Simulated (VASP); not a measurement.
Si2Mo, 3 atoms in the cell. Symmetry: I4/mmm, No. 139, tetragonal system. The conventional cell has a = 3.200 Å, b = 3.200 Å, c = 7.861 Å, α = 90.00°, β = 90.00°, γ = 90.00°. Mo (site symmetry 4/mmm) has 10 Si at 2.62 Å and 4 Mo at 3.20 Å within 3.5 Å. Within 3.4 Å of Si (site symmetry 4mm) lie 9 Si at 2.61 to 3.20 Å and 5 Mo at 2.62 Å. 

| Property | Result |
| --- | --- |
| Program | VASP 6.6.1 |
| Task | relaxation of cell and atoms |
| Functional | PBEsol |
| Dispersion | D4 |
| Potentials or basis | VASP PAW PBE potentials, release 64 (Mo_sv, Si) |
| Cutoff | 600 eV |
| k mesh | 12 × 12 × 12 |
| Occupations | fermi-dirac, width 0.05 eV |
| Spin | no spin polarisation |
| Dipole correction | no |
| Further INCAR settings | ALGO = Normal; EDIFF = 1e-06; IBRION = 2; EDIFFG = -0.01; NSW = 60; ISIF = 3 |

Potentials or basis: VASP PAW PBE potentials, release 64 (Mo_sv, Si).

Run with:

```bash
$ cat potpaw_PBE.64/Mo_sv/POTCAR potpaw_PBE.64/Si/POTCAR > POTCAR
$ mpirun -np 1 vasp_std > vasp.out
```

Hardware: 1 thread of AMD EPYC 7R13, on a shared host.

Q: Estimate the wall time of this run.

A: Wall time 21 min on 1 thread of AMD EPYC 7R13 (shared host), peak memory 0.27 GiB. Counts: scf iterations 52, k points 163, ion steps 8.
